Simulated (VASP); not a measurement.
# TiO2 (P4_2/mnm) in VASP: a series of runs, part 2 of 3

VASP 6.6.1. The steps go on from the part before.

### 3 Single point, r2SCAN+U (uniaxial strain along c: +3.0 %)

POSCAR reads:

```
TiO2
1.0
    4.5628552505      0.0000000000      0.0000000000
    0.0000000000      4.5628552505      0.0000000000
    0.0000000000      0.0000000000      3.0829707917
Ti O
2 4
Direct
    0.5000000000      0.5000000000      0.0000000000
    0.0000000000      0.0000000000      0.5000000000
    0.6945467967      0.6945467967      0.5000000000
    0.8054532033      0.1945467967      0.0000000000
    0.1945467967      0.8054532033      0.0000000000
    0.3054532033      0.3054532033      0.5000000000
```

INCAR.step1 reads:

```
PREC = Accurate
ENCUT = 520
ISMEAR = 0
SIGMA = 0.02
LREAL = False
LASPH = True
NELM = 150
LMAXMIX = 4
LDAU = True
LDAUTYPE = 2
LDAUL = 2 -1
LDAUU = 4 0
LDAUJ = 0 0
NBANDS = 33
GGA = PE
ALGO = Normal
EDIFF = 1E-4
LWAVE = True
LCHARG = False
```

INCAR.step2 reads:

```
PREC = Accurate
ENCUT = 520
EDIFF = 1E-6
ISMEAR = 0
SIGMA = 0.02
LREAL = False
LASPH = True
NELM = 150
ALGO = Normal
ISIF = 2
LWAVE = False
LCHARG = True
LMAXMIX = 4
LDAU = True
LDAUTYPE = 2
LDAUL = 2 -1
LDAUU = 4 0
LDAUJ = 0 0
LDAUPRINT = 1
METAGGA = R2SCAN
LMIXTAU = True
LELF = True
LVHAR = True
NBANDS = 33
ISTART = 1
```

KPOINTS reads:

```
Automatic mesh
0
Gamma
  6 6 8
```

Potentials or basis: VASP PAW PBE potentials, release 64 (Ti_sv, O).

Run with:

```console
$ cat potpaw_PBE.64/Ti_sv/POTCAR potpaw_PBE.64/O/POTCAR > POTCAR
$ cp INCAR.step1 INCAR
$ mpirun -np 1 vasp_std > vasp.out
$ cp INCAR.step2 INCAR
$ mpirun -np 1 vasp_std > vasp.out
```

OUTCAR:

```text
PREC = Accurate
   ENCUT = 520
   EDIFF = 1E-6
   ISMEAR = 0
   LREAL = False
   LASPH = True
   NELM = 150
   ISIF = 2
   METAGGA = R2SCAN
   ISTART = 1

 ion  position               nearest neighbor table
   1  0.500  0.500  0.000-   4 1.97   5 1.97   3 1.99   6 1.99   3 1.99   6 1.99
   2  0.000  0.000  0.500-   3 1.97   6 1.97   5 1.99   4 1.99   4 1.99   5 1.99
   3  0.695  0.695  0.500-   2 1.97   1 1.99   1 1.99
   4  0.805  0.195  0.000-   1 1.97   2 1.99   2 1.99
   5  0.195  0.805  0.000-   1 1.97   2 1.99   2 1.99
   6  0.305  0.305  0.500-   2 1.97   1 1.99   1 1.99
[... 1144 lines left out ...]
  -------------------------------------------------------------------------------------
  Total        1.2483683      1.2483683     -2.7695136      0.0000000      0.0000000      0.0000000
  in kB       31.1609375     31.1609375    -69.1307530      0.0000000      0.0000000      0.0000000
  external PRESSURE =      -2.2696260 kB  Pullay stress =       0.0000000 kB

 VOLUME and BASIS-vectors are now :
 -----------------------------------------------------------------------------
  energy-cutoff  :      520.00
  volume of cell :       64.19
      direct lattice vectors                 reciprocal lattice vectors
     4.562855251  0.000000000  0.000000000     0.219161018  0.000000000  0.000000000
     0.000000000  4.562855251  0.000000000     0.000000000  0.219161018  0.000000000
     0.000000000  0.000000000  3.082970792     0.000000000  0.000000000  0.324362463

 POSITION                                       TOTAL-FORCE (eV/Angst)
 -----------------------------------------------------------------------------------
      2.28143      2.28143      0.00000         0.000000     -0.000000      0.000000
      0.00000      0.00000      1.54149         0.000000     -0.000000      0.000000
      3.16912      3.16912      1.54149         0.031135      0.031135     -0.000000
      3.67517      0.88769      0.00000        -0.031135      0.031135     -0.000000
      0.88769      3.67517      0.00000         0.031135     -0.031135      0.000000
      1.39374      1.39374      1.54149        -0.031135     -0.031135      0.000000
 -----------------------------------------------------------------------------------
    total drift:                                0.000000      0.000000      0.000000

  FREE ENERGIE OF THE ION-ELECTRON SYSTEM (eV)
  ---------------------------------------------------
  free  energy   TOTEN  =       -64.6900137862 eV

  energy  without entropy=      -64.6900137862  energy(sigma->0) =      -64.69001379
```

OUTCAR.step1:

```text
PREC = Accurate
   ENCUT = 520
   ISMEAR = 0
   LREAL = False
   LASPH = True
[... 1107 lines left out ...]
      3.16912      3.16912      1.54149         0.047662      0.047662      0.000000
      3.67517      0.88769      0.00000        -0.047662      0.047662      0.000000
      0.88769      3.67517      0.00000         0.047662     -0.047662     -0.000000
      1.39374      1.39374      1.54149        -0.047662     -0.047662     -0.000000
 -----------------------------------------------------------------------------------
    total drift:                                0.000000      0.000000      0.000000

  FREE ENERGIE OF THE ION-ELECTRON SYSTEM (eV)
  ---------------------------------------------------
  free  energy   TOTEN  =       -48.3818010553 eV

  energy  without entropy=      -48.3818010553  energy(sigma->0) =      -48.38180106
```

OSZICAR.step1:

```text
N       E                     dE             d eps       ncg     rms          rms(c)
DAV:   1     0.680622360421E+03    0.68062E+03   -0.24408E+04  3300   0.173E+03
DAV:   2     0.353599528868E+02   -0.64526E+03   -0.60010E+03  3631   0.525E+02
DAV:   3    -0.620698268721E+02   -0.97430E+02   -0.96040E+02  4520   0.193E+02
DAV:   4    -0.679236260317E+02   -0.58538E+01   -0.58386E+01  4857   0.445E+01
DAV:   5    -0.682021000158E+02   -0.27847E+00   -0.27844E+00  4398   0.752E+00    0.309E+01
DAV:   6    -0.479791680394E+02    0.20223E+02   -0.82316E+01  4492   0.890E+01    0.897E+00
DAV:   7    -0.484498864682E+02   -0.47072E+00   -0.11011E+01  4187   0.231E+01    0.728E+00
DAV:   8    -0.483320054851E+02    0.11788E+00   -0.74333E-01  4517   0.792E+00    0.370E+00
DAV:   9    -0.483923270326E+02   -0.60322E-01   -0.44025E-01  3944   0.450E+00    0.127E+00
DAV:  10    -0.483892449679E+02    0.30821E-02   -0.83864E-02  4255   0.192E+00    0.840E-01
DAV:  11    -0.483820994845E+02    0.71455E-02   -0.22743E-02  4180   0.201E+00    0.141E-01
DAV:  12    -0.483819781564E+02    0.12133E-03   -0.28934E-03  4246   0.565E-01    0.104E-01
DAV:  13    -0.483817933424E+02    0.18481E-03   -0.47158E-04  3734   0.184E-01    0.127E-02
DAV:  14    -0.483818010553E+02   -0.77129E-05   -0.46829E-05  1928   0.666E-02
   1 F= -.48381801E+02 E0= -.48381801E+02  d E =-.501779E-38
```

Run time: 7.8 min. Hardware: 1 thread of Intel Xeon 8259CL, shared host; peak memory 0.23 GiB.

Results:

| Property | Result |
| --- | --- |
| Free energy | -64.6900 eV |
| Pressure | -0.2 GPa |
| Largest force | 0.044 eV/Å |
| Band gap on the k mesh | 2.73 eV, direct |

Forces on the atoms (eV/Å):
```
Ti   0.000  0.000  0.000
Ti   0.000  0.000  0.000
O    0.031  0.031  0.000
O   -0.031  0.031  0.000
O    0.031 -0.031  0.000
O   -0.031 -0.031  0.000
```

Eigenvalues of the final occupation matrices:
| site | spin | trace | eigenvalues |
| --- | --- | --- | --- |
| site 1 d | 1 | 0.74 | 0.06 0.09 0.09 0.25 0.25 |
| site 1 d | 2 | 0.74 | 0.06 0.09 0.09 0.25 0.25 |
| site 2 d | 1 | 0.74 | 0.06 0.09 0.09 0.25 0.25 |
| site 2 d | 2 | 0.74 | 0.06 0.09 0.09 0.25 0.25 |

Caveat: the cell differs from its parent crystal (uniaxial strain along c: +3.0 %); the PAW data sets were made with another functional, which shifts forces and pressure a little.

### 4 Single point, r2SCAN+U (uniaxial strain along c: +4.5 %, then relaxed in part)

POSCAR reads:

```
TiO2
1.0
    4.5308811857      0.0000000000      0.0000000000
    0.0000000000      4.5308811857      0.0000000000
    0.0000000000      0.0000000000      3.1278684245
Ti O
2 4
Direct
    0.5000000000      0.5000000000      0.0000000000
    0.0000000000      0.0000000000      0.5000000000
    0.6941463590      0.6941463590      0.5000000000
    0.8058536410      0.1941463590      0.0000000000
    0.1941463590      0.8058536410      0.0000000000
    0.3058536410      0.3058536410      0.5000000000
```

INCAR.step1 reads:

```
SYSTEM = TiO2
ALGO = Normal ; EDIFF = 1E-4
ENCUT = 520 ; GGA = PE
ISMEAR = 0 ; LASPH = .TRUE.
LCHARG = .FALSE. ; LDAU = .TRUE.
LDAUJ = 0 0 ; LDAUL = 2 -1
LDAUTYPE = 2 ; LDAUU = 4 0
LMAXMIX = 4 ; LREAL = .FALSE.
LWAVE = .TRUE. ; NBANDS = 33
NELM = 150 ; PREC = Accurate
SIGMA = 0.02
```

INCAR.step2 reads:

```
SYSTEM = TiO2
ALGO = Normal ; EDIFF = 1E-6
ENCUT = 520 ; ISIF = 2
ISMEAR = 0 ; ISTART = 1
LASPH = .TRUE. ; LCHARG = .FALSE.
LDAU = .TRUE. ; LDAUJ = 0 0
LDAUL = 2 -1 ; LDAUPRINT = 1
LDAUTYPE = 2 ; LDAUU = 4 0
LMAXMIX = 4 ; LMIXTAU = .TRUE.
LREAL = .FALSE. ; LWAVE = .FALSE.
METAGGA = R2SCAN ; NBANDS = 33
NELM = 150 ; PREC = Accurate
SIGMA = 0.02
```

KPOINTS reads:

```
k-points
0
G
  6 6 8
  0 0 0
```

Potentials or basis: VASP PAW PBE potentials, release 64 (Ti_sv, O).

Run with:

```console
$ cat potpaw_PBE.64/Ti_sv/POTCAR potpaw_PBE.64/O/POTCAR > POTCAR
$ cp INCAR.step1 INCAR
$ mpirun -np 1 vasp_std > vasp.out
$ cp INCAR.step2 INCAR
$ mpirun -np 1 vasp_std > vasp.out
```

OUTCAR:

```text
SYSTEM = TiO2
   EDIFF = 1E-6
   ENCUT = 520
   ISIF = 2
   ISMEAR = 0
   ISTART = 1
   LASPH = .TRUE.
   LREAL = .FALSE.
   METAGGA = R2SCAN
   NELM = 150
   PREC = Accurate

 ion  position               nearest neighbor table
   1  0.500  0.500  0.000-   4 1.96   5 1.96   3 2.00   6 2.00   3 2.00   6 2.00
   2  0.000  0.000  0.500-   3 1.96   6 1.96   5 2.00   4 2.00   4 2.00   5 2.00
   3  0.694  0.694  0.500-   2 1.96   1 2.00   1 2.00
   4  0.806  0.194  0.000-   1 1.96   2 2.00   2 2.00
   5  0.194  0.806  0.000-   1 1.96   2 2.00   2 2.00
   6  0.306  0.306  0.500-   2 1.96   1 2.00   1 2.00

  LATTYP: Found a simple tetragonal cell.
 ALAT       =     4.5308811857
 C/A-ratio  =     0.6903443936

  Lattice vectors:

 A1 = (   4.5308811857,   0.0000000000,   0.0000000000)
 A2 = (   0.0000000000,   4.5308811857,   0.0000000000)
 A3 = (   0.0000000000,   0.0000000000,   3.1278684245)

Analysis of symmetry for initial positions (statically):
=====================================================================
 Subroutine PRICEL returns:
[... 255 lines left out ...]
 cond. band min:       7.3869598449   @ k =   0.0000   0.0000   0.0000
 fundamental gap:      2.7294882385
 Fermi energy:         4.9416388019

 k-point     1 :       0.0000    0.0000    0.0000
  band No.  band energies     occupation
      1     -55.7296      2.00000
      2     -55.7135      2.00000
      3     -30.9141      2.00000
      4     -30.9141      2.00000
      5     -30.7640      2.00000
      6     -30.7640      2.00000
[... 853 lines left out ...]
     32       9.7378      0.00000
     33      11.2994      0.00000

 [... further k-points ...]

------------------------ aborting loop because EDIFF is reached ----------------------------------------

  FORCE on cell =-STRESS in cart. coord.  units (eV):
  Direction    XX          YY          ZZ          XY          YZ          ZX
  --------------------------------------------------------------------------------------
  -------------------------------------------------------------------------------------
  Total        1.7034721      1.7034721     -4.4832045      0.0000000      0.0000000      0.0000000
  in kB       42.5041945     42.5041945   -111.8627040      0.0000000      0.0000000      0.0000000
  external PRESSURE =      -8.9514383 kB  Pullay stress =       0.0000000 kB

 VOLUME and BASIS-vectors are now :
 -----------------------------------------------------------------------------
  energy-cutoff  :      520.00
  volume of cell :       64.21
      direct lattice vectors                 reciprocal lattice vectors
     4.530881186  0.000000000  0.000000000     0.220707619  0.000000000  0.000000000
     0.000000000  4.530881186  0.000000000     0.000000000  0.220707619  0.000000000
     0.000000000  0.000000000  3.127868424     0.000000000  0.000000000  0.319706543

 POSITION                                       TOTAL-FORCE (eV/Angst)
 -----------------------------------------------------------------------------------
      2.26544      2.26544      0.00000         0.000000      0.000000      0.000000
      0.00000      0.00000      1.56393         0.000000      0.000000      0.000000
      3.14509      3.14509      1.56393         0.039504      0.039504     -0.000000
      3.65123      0.87965      0.00000        -0.039504      0.039504      0.000000
      0.87965      3.65123      0.00000         0.039504     -0.039504      0.000000
      1.38579      1.38579      1.56393        -0.039504     -0.039504      0.000000
 -----------------------------------------------------------------------------------
    total drift:                                0.000000      0.000000      0.000000

  FREE ENERGIE OF THE ION-ELECTRON SYSTEM (eV)
  ---------------------------------------------------
  free  energy   TOTEN  =       -64.6162654496 eV

  energy  without entropy=      -64.6162654496  energy(sigma->0) =      -64.61626545
```

It took 7.6 min on 1 thread of Intel Xeon 8259CL, shared host; peak memory 0.23 GiB.

Results:

```yaml
Free_energy: -64.6163 eV
Pressure: -0.9 GPa
Largest_force: 0.056 eV/Å
Band_gap_on_the_k_mesh: 2.73 eV, direct
```

Forces on the atoms (eV/Å):
```
Ti   0.000  0.000  0.000
Ti   0.000  0.000  0.000
O    0.040  0.040  0.000
O   -0.040  0.040  0.000
O    0.040 -0.040  0.000
O   -0.040 -0.040  0.000
```

Eigenvalues of the final occupation matrices:
```csv
site,spin,trace,eigenvalues
site 1 d,1,0.74,0.06 0.08 0.09 0.25 0.25
site 1 d,2,0.74,0.06 0.08 0.09 0.25 0.25
site 2 d,1,0.74,0.06 0.08 0.09 0.25 0.25
site 2 d,2,0.74,0.06 0.08 0.09 0.25 0.25
```

Caveat: the cell differs from its parent crystal (uniaxial strain along c: +4.5 %, then relaxed in part); the PAW data sets were made with another functional, which shifts forces and pressure a little. A k mesh can miss the band edges.

### 5 Single point, r2SCAN+U (biaxial strain in the a-b plane: -4.5 %)

POSCAR reads:

```
TiO2
1.0
    4.3904551773      0.0000000000      0.0000000000
    0.0000000000      4.3904551773      0.0000000000
    0.0000000000      0.0000000000      3.0739912674
Ti O
2 4
Direct
    0.5000000000      0.5000000000      0.0000000000
    0.0000000000      0.0000000000      0.5000000000
    0.6949666168      0.6949666168      0.5000000000
    0.8050333832      0.1949666168      0.0000000000
    0.1949666168      0.8050333832      0.0000000000
    0.3050333832      0.3050333832      0.5000000000
```

INCAR.step1 reads:

```
ALGO     = Normal         # electronic algorithm
EDIFF    = 1E-4           # SCF threshold, eV
ENCUT    = 520            # plane-wave cutoff, eV
GGA      = PE             # functional
ISMEAR   = 0              # smearing method
LASPH    = True           # aspherical terms in the spheres
LCHARG   = False          # write CHGCAR
LDAU     = True           # DFT+U
LDAUJ    = 0 0          
LDAUL    = 2 -1           # shell
LDAUTYPE = 2            
LDAUU    = 4 0            # U, eV
LMAXMIX  = 4              # l up to which the mixer works
LREAL    = False          # projectors in reciprocal space
LWAVE    = True           # write WAVECAR
NBANDS   = 33             # bands
NELM     = 150            # most SCF steps
PREC     = Accurate       # precision mode
SIGMA    = 0.02           # smearing width, eV
```

INCAR.step2 reads:

```
ALGO     = Normal         # electronic algorithm
EDIFF    = 1E-7           # SCF threshold, eV
ENCUT    = 520            # plane-wave cutoff, eV
ISIF     = 2              # what is computed and relaxed
ISMEAR   = 0              # smearing method
ISTART   = 1            
LASPH    = True           # aspherical terms in the spheres
LCHARG   = False          # write CHGCAR
LDAU     = True           # DFT+U
LDAUJ    = 0 0          
LDAUL    = 2 -1           # shell
LDAUPRINT= 1            
LDAUTYPE = 2            
LDAUU    = 4 0            # U, eV
LMAXMIX  = 4              # l up to which the mixer works
LMIXTAU  = True         
LREAL    = False          # projectors in reciprocal space
LWAVE    = False          # write WAVECAR
METAGGA  = R2SCAN         # meta-GGA
NBANDS   = 33             # bands
NELM     = 150            # most SCF steps
PREC     = Accurate       # precision mode
SIGMA    = 0.02           # smearing width, eV
```

KPOINTS reads:

```
k-points
0
Gamma
  6 6 8
```

Potentials or basis: VASP PAW PBE potentials, release 64 (Ti_sv, O).

Run with:

```console
$ cat potpaw_PBE.64/Ti_sv/POTCAR potpaw_PBE.64/O/POTCAR > POTCAR
$ cp INCAR.step1 INCAR
$ mpirun -np 1 vasp_std > vasp.out
$ cp INCAR.step2 INCAR
$ mpirun -np 1 vasp_std > vasp.out
```

OUTCAR:

```text
EDIFF = 1E-7
   ENCUT = 520
   ISIF = 2
   ISMEAR = 0
   ISTART = 1
   LASPH = True
   LREAL = False
   METAGGA = R2SCAN
   NELM = 150
   PREC = Accurate

 ion  position               nearest neighbor table
   1  0.500  0.500  0.000-   4 1.89   5 1.89   3 1.96   6 1.96   3 1.96   6 1.96
   2  0.000  0.000  0.500-   3 1.89   6 1.89   5 1.96   4 1.96   4 1.96   5 1.96
   3  0.695  0.695  0.500-   2 1.89   1 1.96   1 1.96
   4  0.805  0.195  0.000-   1 1.89   2 1.96   2 1.96
[... 1146 lines left out ...]
  -------------------------------------------------------------------------------------
  Total       10.1678800     10.1678800      3.6063249      0.0000000      0.0000000      0.0000000
  in kB      274.9281876    274.9281876     97.5110224      0.0000000      0.0000000      0.0000000
  external PRESSURE =     215.7891325 kB  Pullay stress =       0.0000000 kB

 VOLUME and BASIS-vectors are now :
 -----------------------------------------------------------------------------
  energy-cutoff  :      520.00
  volume of cell :       59.25
      direct lattice vectors                 reciprocal lattice vectors
     4.390455177  0.000000000  0.000000000     0.227766817  0.000000000  0.000000000
     0.000000000  4.390455177  0.000000000     0.000000000  0.227766817  0.000000000
     0.000000000  0.000000000  3.073991267     0.000000000  0.000000000  0.325309968

 POSITION                                       TOTAL-FORCE (eV/Angst)
 -----------------------------------------------------------------------------------
      2.19523      2.19523      0.00000        -0.000000     -0.000000      0.000000
      0.00000      0.00000      1.53700        -0.000000     -0.000000      0.000000
      3.05122      3.05122      1.53700        -0.019438     -0.019438      0.000000
      3.53446      0.85599      0.00000         0.019438     -0.019438      0.000000
      0.85599      3.53446      0.00000        -0.019438      0.019438     -0.000000
      1.33924      1.33924      1.53700         0.019438      0.019438     -0.000000
 -----------------------------------------------------------------------------------
    total drift:                                0.000000      0.000000      0.000000

  FREE ENERGIE OF THE ION-ELECTRON SYSTEM (eV)
  ---------------------------------------------------
  free  energy   TOTEN  =       -64.2507073743 eV

  energy  without entropy=      -64.2507073743  energy(sigma->0) =      -64.25070737
```

OUTCAR.step1:

```text
EDIFF = 1E-4
   ENCUT = 520
   GGA = PE
   ISMEAR = 0
[... 1108 lines left out ...]
      3.05122      3.05122      1.53700        -0.004938     -0.004938     -0.000000
      3.53446      0.85599      0.00000         0.004938     -0.004938     -0.000000
      0.85599      3.53446      0.00000        -0.004938      0.004938     -0.000000
      1.33924      1.33924      1.53700         0.004938      0.004938      0.000000
 -----------------------------------------------------------------------------------
    total drift:                                0.000000      0.000000      0.000000

  FREE ENERGIE OF THE ION-ELECTRON SYSTEM (eV)
  ---------------------------------------------------
  free  energy   TOTEN  =       -47.8122942000 eV

  energy  without entropy=      -47.8122942000  energy(sigma->0) =      -47.81229420
```

OSZICAR.step1:

```text
N       E                     dE             d eps       ncg     rms          rms(c)
DAV:   1     0.677628806250E+03    0.67763E+03   -0.24334E+04  3300   0.176E+03
DAV:   2     0.349686790458E+02   -0.64266E+03   -0.59587E+03  3559   0.529E+02
DAV:   3    -0.611040864267E+02   -0.96073E+02   -0.94568E+02  4589   0.194E+02
DAV:   4    -0.668255441623E+02   -0.57215E+01   -0.57063E+01  4811   0.443E+01
DAV:   5    -0.670700624915E+02   -0.24452E+00   -0.24448E+00  4350   0.748E+00    0.335E+01
DAV:   6    -0.471342953833E+02    0.19936E+02   -0.76455E+01  4433   0.926E+01    0.868E+00
DAV:   7    -0.477982729057E+02   -0.66398E+00   -0.10385E+01  4109   0.218E+01    0.811E+00
DAV:   8    -0.477549718373E+02    0.43301E-01   -0.77140E-01  4582   0.752E+00    0.343E+00
DAV:   9    -0.478205987129E+02   -0.65627E-01   -0.30123E-01  3923   0.359E+00    0.114E+00
DAV:  10    -0.478167111561E+02    0.38876E-02   -0.77141E-02  4548   0.170E+00    0.712E-01
DAV:  11    -0.478129465971E+02    0.37646E-02   -0.18691E-02  4029   0.190E+00    0.208E-01
DAV:  12    -0.478124497543E+02    0.49684E-03   -0.32539E-03  4092   0.744E-01    0.953E-02
DAV:  13    -0.478122937404E+02    0.15601E-03   -0.26728E-04  3249   0.162E-01    0.192E-02
DAV:  14    -0.478122942000E+02   -0.45955E-06   -0.75515E-05  1882   0.664E-02
   1 F= -.47812294E+02 E0= -.47812294E+02  d E =-.535575E-32
```

It took 3.4 min on 1 thread of Intel Xeon 6975P-C (Granite Rapids), shared host; peak memory 0.23 GiB.

Results:

* Free energy: -64.2507 eV
* Pressure: 21.6 GPa
* Largest force: 0.027 eV/Å
* Band gap on the k mesh: 2.97 eV, direct

Forces on the atoms (eV/Å):
```
Ti   0.000  0.000  0.000
Ti   0.000  0.000  0.000
O   -0.019 -0.019  0.000
O    0.019 -0.019  0.000
O   -0.019  0.019  0.000
O    0.019  0.019  0.000
```

Stress tensor (GPa, compression positive):
```
27.49  0.00  0.00
 0.00 27.49  0.00
 0.00  0.00  9.75
```

Eigenvalues of the final occupation matrices:
| site | spin | trace | eigenvalues |
| --- | --- | --- | --- |
| site 1 d | 1 | 0.79 | 0.06 0.09 0.10 0.26 0.28 |
| site 1 d | 2 | 0.79 | 0.06 0.09 0.10 0.26 0.28 |
| site 2 d | 1 | 0.79 | 0.06 0.09 0.10 0.26 0.28 |
| site 2 d | 2 | 0.79 | 0.06 0.09 0.10 0.26 0.28 |

Caveat: the cell differs from its parent crystal (biaxial strain in the a-b plane: -4.5 %); the PAW data sets were made with another functional, which shifts forces and pressure a little. A k mesh can miss the band edges.

[end of part 2 of 3]
